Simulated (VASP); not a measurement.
Runs of VASP 6.6.1 on Ga. The structure is that of space group Cmcm (No. 63), or close to it. The cells are those of the table. 

| cell | smearing | further INCAR settings | gap on the mesh (eV) | pressure (GPa) |
| --- | --- | --- | --- | --- |
| a = 4.111, b = 4.111, c = 3.261 Å, angles 90.0, 90.0, 141.9°, 2 atoms | fermi-dirac 0.15 eV | ALGO = Fast; EDIFF = 1e-06; NBANDS = 20 | none | 1.6 |
| a = 3.974, b = 3.974, c = 3.082 Å, angles 90.0, 90.0, 142.3°, 2 atoms | fermi-dirac 0.15 eV | ALGO = Fast; EDIFF = 1e-06; NBANDS = 20 | none | 15.3 |
| a = 4.062, b = 4.062, c = 3.204 Å, angles 90.0, 90.0, 142.0°, 2 atoms | fermi-dirac 0.15 eV | ALGO = Fast; EDIFF = 1e-07; NBANDS = 20 | none | (a) |
| a = 4.157, b = 4.157, c = 3.313 Å, angles 90.0, 90.0, 141.8°, 2 atoms | fermi-dirac 0.15 eV | ALGO = Fast; EDIFF = 1e-06; NBANDS = 20 | none | -1.1 |
| a = 4.121, b = 4.121, c = 3.294 Å, angles 90.0, 90.0, 141.8°, 2 atoms | gaussian 0.1 eV | ALGO = Fast; EDIFF = 1e-06; NBANDS = 20 | none | 0.1 |
| a = 4.134, b = 4.134, c = 3.287 Å, angles 90.0, 90.0, 141.9°, 2 atoms | fermi-dirac 0.15 eV | ALGO = Fast; EDIFF = 1e-06; NBANDS = 20 | none | 0.1 |

Alike in all rows: task single point; level LDA; potentials or basis VASP PAW LDA potentials, release 64 (Ga_d); no spin polarisation; k mesh 16 × 16 × 14; cutoff (eV) 520.

Fill in the values left out.

(a) 5.3.

Caveats: the cell stands under pressure (at least some runs).

A k mesh can miss the band edges, and the runs leave out spin-orbit coupling on Ga.

A gap of «none» marks levels without a gap at the run's occupations.
